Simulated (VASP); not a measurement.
# Al2GaP3 (I-4m2) in VASP: further runs, part 2 of 2

VASP 6.6.1. The steps go on from the part before.

### 4 Single point, PBE

This run uses another cell than the first one: it holds 12 atoms, not 6.

Input file INCAR:

```
ALGO = Normal
EDIFF = 1E-6
ENCUT = 520
GGA = PE
ISIF = 2
ISMEAR = 0
LASPH = True
LCHARG = False
LREAL = False
LWAVE = False
NBANDS = 46
NELM = 60
PREC = Accurate
SIGMA = 0.1
```

Input file KPOINTS:

```
k-points
0
Gamma
  4 2 4
```

Input file POSCAR:

```
Al2GaP3
1.0
    3.8950317783      0.0000000000      0.0000000000
    0.0000000000     -7.7900635566      0.0000000000
   -1.9475158892      1.9475158892     -8.2571744073
Al Ga P
4 2 6
Direct
    0.3333225859      0.6666612929      0.6666451717
    0.3333225859      0.1666612929      0.6666451717
    0.6666774141      0.8333387071      0.3333548283
    0.6666774141      0.3333387071      0.3333548283
    0.0000000000      0.5000000000      0.0000000000
    0.0000000000      1.0000000000      0.0000000000
    0.0837049002      0.7918524501      0.1674098003
    0.0837049002      0.2918524501      0.1674098003
    0.4162950998      0.9581475499      0.8325901997
    0.4162950998      0.4581475499      0.8325901997
    0.7500000000      0.6250000000      0.5000000000
    0.7500000000      0.1250000000      0.5000000000
```

Potentials or basis: VASP PAW PBE potentials, release 64 (Al, Ga_d, P).

The run is started by

```bash
cat potpaw_PBE.64/Al/POTCAR potpaw_PBE.64/Ga_d/POTCAR potpaw_PBE.64/P/POTCAR > POTCAR
mpirun -np 1 vasp_std > vasp.out
```

OUTCAR:

```text
EDIFF = 1E-6
   ENCUT = 520
   GGA = PE
   ISIF = 2
   ISMEAR = 0
   LASPH = True
   LREAL = False
   NELM = 60
   PREC = Accurate

 ion  position               nearest neighbor table
   1  0.333  0.667  0.667-   9 2.38  10 2.38  11 2.38  11 2.38
   2  0.333  0.167  0.667-  10 2.38   9 2.38  12 2.38  12 2.38
   3  0.667  0.833  0.333-   7 2.38   7 2.38  12 2.38  11 2.38
   4  0.667  0.333  0.333-   8 2.38   8 2.38  11 2.38  12 2.38
   5  0.000  0.500  0.000-   8 2.39  10 2.39  10 2.39   7 2.39
   6  0.000  0.000  0.000-   7 2.39   9 2.39   9 2.39   8 2.39
   7  0.084  0.792  0.167-   3 2.38   3 2.38   6 2.39   5 2.39
   8  0.084  0.292  0.167-   4 2.38   4 2.38   5 2.39   6 2.39
   9  0.416  0.958  0.833-   1 2.38   2 2.38   6 2.39   6 2.39
  10  0.416  0.458  0.833-   2 2.38   1 2.38   5 2.39   5 2.39
  11  0.750  0.625  0.500-   4 2.38   1 2.38   1 2.38   3 2.38
  12  0.750  0.125  0.500-   3 2.38   2 2.38   2 2.38   4 2.38

  LATTYP: Found a base centered monoclinic cell.
 ALAT       =    16.9674685597
 B/A-ratio  =     0.2295588033
 C/A-ratio  =     0.4591176067
 COS(beta)  =    -0.2295588033

  Lattice vectors:

 A1 = (  -1.9475158892,   1.9475158892,  -8.2571744073)
 A2 = (   1.9475158891,   1.9475158892,  -8.2571744073)
 A3 = (   0.0000000000,  -7.7900635566,   0.0000000000)

Analysis of symmetry for initial positions (statically):
=====================================================================
 Subroutine PRICEL returns following result:

  LATTYP: Found a body centered tetragonal cell.
 ALAT       =     3.8950317783
 C/A-ratio  =     4.2398495711

  Lattice vectors:

 A1 = (   1.9475158892,   1.9475158891,   8.2571744073)
 A2 = (  -1.9475158891,  -1.9475158892,   8.2571744073)
 A3 = (   1.9475158891,  -1.9475158891,  -8.2571744073)

   2 primitive cells build up your supercell.

 Routine SETGRP: Setting up the symmetry group for a
 base centered monoclinic supercell.

 Subroutine GETGRP returns: Found  2 space group operations
 (whereof  2 operations were pure point group operations)
 out of a pool of  4 trial point group operations.

The static configuration has the point symmetry C_1h.

Analysis of symmetry for dynamics (positions and initial velocities):
=====================================================================
 Subroutine PRICEL returns following result:

  LATTYP: Found a body centered tetragonal cell.
 ALAT       =     3.8950317783
 C/A-ratio  =     4.2398495711

  Lattice vectors:

 A1 = (   1.9475158892,   1.9475158891,   8.2571744073)
 A2 = (  -1.9475158891,  -1.9475158892,   8.2571744073)
 A3 = (   1.9475158891,  -1.9475158891,  -8.2571744073)

   2 primitive cells build up your supercell.

 Routine SETGRP: Setting up the symmetry group for a
 base centered monoclinic supercell.
[... 93 lines left out ...]
  0.250000  0.500000 -0.000000      4.000000
  0.500000  0.500000 -0.000000      2.000000
  0.000000  0.000000  0.250000      2.000000
  0.250000  0.000000  0.250000      4.000000
  0.500000  0.000000  0.250000      2.000000
  0.000000  0.500000  0.250000      2.000000
  0.250000  0.500000  0.250000      4.000000
  0.500000  0.500000  0.250000      2.000000
  0.000000  0.000000  0.500000      1.000000
  0.000000  0.500000  0.500000      1.000000
   k-points           NKPTS =     14   k-points in BZ     NKDIM =     14   number of bands    NBANDS=     46
   number of dos      NEDOS =    301   number of ions     NIONS =     12
   total plane-waves  NPLWV = 126000
   dimension x,y,z NGX =    30 NGY =   60 NGZ =   70
   dimension x,y,z NGXF=    60 NGYF=  120 NGZF=  140
   ions per type =               4   2   6
   NGX,Y,Z   is equivalent  to a cutoff of  12.80, 12.80, 13.37 a.u.
   NGXF,Y,Z  is equivalent  to a cutoff of  25.61, 25.61, 26.74 a.u.
 SYSTEM =  unknown system
   PREC   = accura    normal or accurate (medium, high low for compatibility)
   ISTART =      0    job   : 0-new  1-cont  2-samecut
   ICHARG =      2    charge: 1-file 2-atom 10-const
   ISPIN  =      1    spin polarized calculation?
   LNONCOLLINEAR =      F non collinear calculations
   LSORBIT =      F    spin-orbit coupling
   LASPH  =      T    aspherical Exc in radial PAW
   ENCUT  =  520.0 eV  38.22 Ry    6.18 a.u.   7.24 14.48 16.18*2*pi/ulx,y,z
   NELM   =     60;   NELMIN=  2; NELMDL= -5     # of ELM steps
   EDIFF  = 0.1E-05   stopping-criterion for ELM
   LREAL  =      F    real-space projection
   EDIFFG = 0.1E-04   stopping-criterion for IOM
   NSW    =      0    number of steps for IOM
   IBRION =     -1    ionic relax: 0-MD 1-quasi-New 2-CG
   NFREE  =      0    steps in history (QN), initial steepest desc. (CG)
   ISIF   =      2    stress and relaxation
   ISYM   =      2    0-nonsym 1-usesym 2-fastsym
   POTIM  = 0.5000    time-step for ionic-motion
   TEBEG  =    0.0;   TEEND  =   0.0 temperature during run
   PSTRESS=    0.0 pullay stress
   NELECT =      68.0000    total number of electrons
   NUPDOWN=      -1.0000    fix difference up-down
   EMIN   =  10.00;   EMAX   =-10.00  energy-range for DOS
   EFERMI =   0.00;   METHOD = LEGACY
   ISMEAR =     0;   SIGMA  =   0.10  broadening in eV -4-tet -1-fermi 0-gaus
   EFERMI_NEDOS =   21; number of points for ismear=-14 and -15
   IALGO  =     38    algorithm
   IMIX   =      4    mixing-type and parameters
     AMIX     =   0.40;   BMIX     =  1.00
     AMIX_MAG =   1.60;   BMIX_MAG =  1.00
  volume/ion in A,a.u.               =      20.88       140.90
  Fermi-wavevector in a.u.,A,eV,Ry     =   1.059945  2.003006 15.285919  1.123483
  Thomas-Fermi vector in A             =   2.195308
   LORBIT       =      0    0 simple, 1 ext, 2 COOP (PROOUT), +10 PAW based schemes
   GGA     = PE    functional components
   LHFCALC =     F    Hartree Fock is set to
   AEXX    =    0.0000 exact exchange contribution
   IVDW    =     0    specifies the selected vdW correction
   LEPSILON=     F    determine dielectric tensor
   LRPA    =     F    only Hartree local field effects (RPA)
 non-spin polarized calculation
 Gauss-broadening in eV      SIGMA  =   0.10
  energy-cutoff  :      520.00
  volume of cell :      250.54
 maximum number of plane-waves:      6785
 NGX is ok and might be reduce to    30

 number of electron      68.0000016 magnetization

 Free energy of the ion-electron system (eV)
  ---------------------------------------------------
  ext. energy  EPLUGINS =         0.00000000
  ---------------------------------------------------
  free energy    TOTEN  =       -59.52976918 eV

  energy without entropy =      -59.52976918  energy(sigma->0) =      -59.52976918

 E-fermi :   4.8315     XC(G=0):  -9.2978

 val. band max:        4.3589497025   @ k =   0.0000   0.0000   0.0000
 cond. band min:       5.9910599981   @ k =   0.5000   0.0000  -0.0000
 fundamental gap:      1.6321102956
 Fermi energy:         4.8315016573

 k-point     1 :       0.0000    0.0000    0.0000
  band No.  band energies     occupation
      1      -9.9331      2.00000
      2      -9.9170      2.00000
      3      -9.8867      2.00000
      4      -9.8560      2.00000
      5      -9.8560      2.00000
      6      -9.8539      2.00000
[... 675 lines left out ...]
     45       9.3387      0.00000
     46       9.3547      0.00000

------------------------ aborting loop because EDIFF is reached ----------------------------------------

  FORCE on cell =-STRESS in cart. coord.  units (eV):
  Direction    XX          YY          ZZ          XY          YZ          ZX
  --------------------------------------------------------------------------------------
  -------------------------------------------------------------------------------------
  Total        0.5542255      0.5542103     -0.7088977      0.0000000      0.0005458     -0.0000000
  in kB        3.5441626      3.5440655     -4.5332606      0.0000000      0.0034900     -0.0000000
  external PRESSURE =       0.8516559 kB  Pullay stress =       0.0000000 kB

 VOLUME and BASIS-vectors are now :
 -----------------------------------------------------------------------------
  energy-cutoff  :      520.00
  volume of cell :      250.54
      direct lattice vectors                 reciprocal lattice vectors
     3.895031778  0.000000000  0.000000000     0.256737315  0.000000000 -0.060553402
     0.000000000 -7.790063557  0.000000000     0.000000000 -0.128368657 -0.030276701
    -1.947515889  1.947515889 -8.257174407     0.000000000  0.000000000 -0.121106804

 POSITION                                       TOTAL-FORCE (eV/Angst)
 -----------------------------------------------------------------------------------
      0.00000     -3.89503     -5.50461        -0.000000     -0.000019     -0.003605
      0.00000      0.00000     -5.50461        -0.000000     -0.000019     -0.003605
      1.94752     -5.84255     -2.75257         0.000000     -0.000020      0.003589
      1.94752     -1.94752     -2.75257         0.000000     -0.000020      0.003589
      0.00000     -3.89503      0.00000        -0.000000      0.000103     -0.000002
      0.00000      0.00000      0.00000        -0.000000      0.000103     -0.000002
      0.00000     -5.84255     -1.38233        -0.000000     -0.000029     -0.021539
      0.00000     -1.94752     -1.38233        -0.000000     -0.000029     -0.021539
     -0.00000     -5.84255     -6.87484         0.000000     -0.000011      0.021554
     -0.00000     -1.94752     -6.87484         0.000000     -0.000011      0.021554
      1.94752     -3.89503     -4.12859         0.000000     -0.000023      0.000004
      1.94752      0.00000     -4.12859         0.000000     -0.000023      0.000004
 -----------------------------------------------------------------------------------
    total drift:                                0.000023      0.000262      0.000051

  FREE ENERGIE OF THE ION-ELECTRON SYSTEM (eV)
  ---------------------------------------------------
  free  energy   TOTEN  =       -59.5297691832 eV

  energy  without entropy=      -59.5297691832  energy(sigma->0) =      -59.52976918
```

Wall time 97 s (1 thread of Intel Xeon 6975P-C (Granite Rapids), shared host); peak memory 0.42 GiB.

What came out:

```yaml
Free_energy: -59.5298 eV
Pressure: 0.1 GPa
Largest_force: 0.022 eV/Å
Band_gap_on_the_k_mesh: 1.63 eV
```

Forces on the atoms (eV/Å):
```
Al   0.000  0.000 -0.004
Al   0.000  0.000 -0.004
Al   0.000  0.000  0.004
Al   0.000  0.000  0.004
Ga   0.000  0.000  0.000
Ga   0.000  0.000  0.000
P    0.000  0.000 -0.022
P    0.000  0.000 -0.022
P    0.000  0.000  0.022
P    0.000  0.000  0.022
P    0.000  0.000  0.000
P    0.000  0.000  0.000
```

Levels at points of the mesh, in eV from the valence-band top:
| k point | band 30 | band 31 | band 32 | band 33 | band 34 | band 35 | band 36 | band 37 | band 38 | band 39 |
| --- | --- | --- | --- | --- | --- | --- | --- | --- | --- | --- |
| (0.00, 0.00, 0.00) | -0.86 | -0.82 | -0.02 | 0.00 | 0.00 | 1.83 | 2.22 | 2.27 | 2.56 | 3.11 |
| (0.50, 0.00, 0.00) | -2.23 | -0.96 | -0.92 | -0.86 | -0.82 | 1.63 | 2.18 | 2.22 | 3.24 | 3.41 |
| (0.00, 0.50, 0.00) | -1.34 | -0.93 | -0.93 | -0.22 | -0.22 | 2.62 | 2.62 | 3.04 | 3.04 | 3.50 |
| (0.50, 0.50, 0.00) | -1.99 | -1.66 | -1.66 | -1.58 | -1.58 | 2.58 | 2.58 | 2.85 | 2.85 | 3.40 |
| (0.00, 0.00, 0.50) | -0.91 | -0.86 | -0.82 | -0.69 | -0.69 | 1.65 | 2.18 | 2.22 | 3.21 | 3.38 |
| (0.00, 0.50, 0.50) | -0.89 | -0.50 | -0.50 | -0.49 | -0.49 | 2.32 | 2.32 | 2.70 | 2.70 | 3.23 |

### 5 The runs side by side

| cell | k mesh | gap on the mesh (eV) | pressure (GPa) | largest force (eV/Å) |
| --- | --- | --- | --- | --- |
| a = 8.336 Å, angles 154.2, 154.2, 36.9°, 6 atoms, atomic positions A | 6 × 6 × 6 | 1.34 | 13.9 | 0.04 |
| a = 8.692 Å, angles 154.1, 154.1, 37.0°, 6 atoms, atomic positions A | 6 × 6 × 6 | 1.64 | 0.0 | 0.01 |
| a = 3.895, b = 7.790, c = 8.704 Å, angles 102.9, 102.9, 90.0°, 12 atoms, atomic positions B | 4 × 2 × 4 | 1.63 | 0.1 | 0.02 |

Alike in all rows: task single point; level PBE; potentials or basis VASP PAW PBE potentials, release 64 (Al, Ga_d, P); no spin polarisation; cutoff (eV) 520; smearing gaussian 0.1 eV.

Caveats: the cell stands under pressure (at least some runs).

Absolute energies hang on the potentials; compare differences alone.
